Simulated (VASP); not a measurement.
Input of a VASP 6.6.1 run:

The input INCAR:

```
  ALGO = Normal
  EDIFF = 1E-7
  EDIFFG = -0.05
  ENCUT = 600
  GGA = RP
  IBRION = 2
  ISIF = 3
  ISMEAR = -1
  LASPH = T
  LCHARG = F
  LREAL = F
  LWAVE = F
  NELM = 100
  NSW = 80
  PREC = Accurate
  SIGMA = 0.01
```

KPOINTS

```
k-points
0
Gamma
  7 7 7
```

Contents of POSCAR:

```
BAs
1.0
    0.0000000000      2.3885000000      2.3885000000
    2.3885000000      0.0000000000      2.3885000000
    2.3885000000      2.3885000000      0.0000000000
B As
1 1
Direct
    0.0000000000      0.0000000000      0.0000000000
    0.2500000000      0.2500000000      0.2500000000
```

Potentials or basis: VASP PAW PBE potentials, release 64 (B, As).

Launch:

```bash
$ cat potpaw_PBE.64/B/POTCAR potpaw_PBE.64/As/POTCAR > POTCAR
$ mpirun -np 1 vasp_std > vasp.out
```

(1) What does it give for the band gap on the k mesh?

(2) What does it give for the relaxed volume?

(3) Predict the relaxed cell.

(4) Predict the space group after relaxing (to 0.05 Å).

Answers

(1) 1.28 eV, indirect (least direct gap 3.22 eV).

(2) 14.24 Å³/atom.

(3) a = 3.427 Å, b = 3.427 Å, c = 3.427 Å, α = 60.00°, β = 60.00°, γ = 60.00°.

(4) F-43m (No. 216).

Caveat: the PAW data sets were made with another functional, which shifts forces and pressure a little.
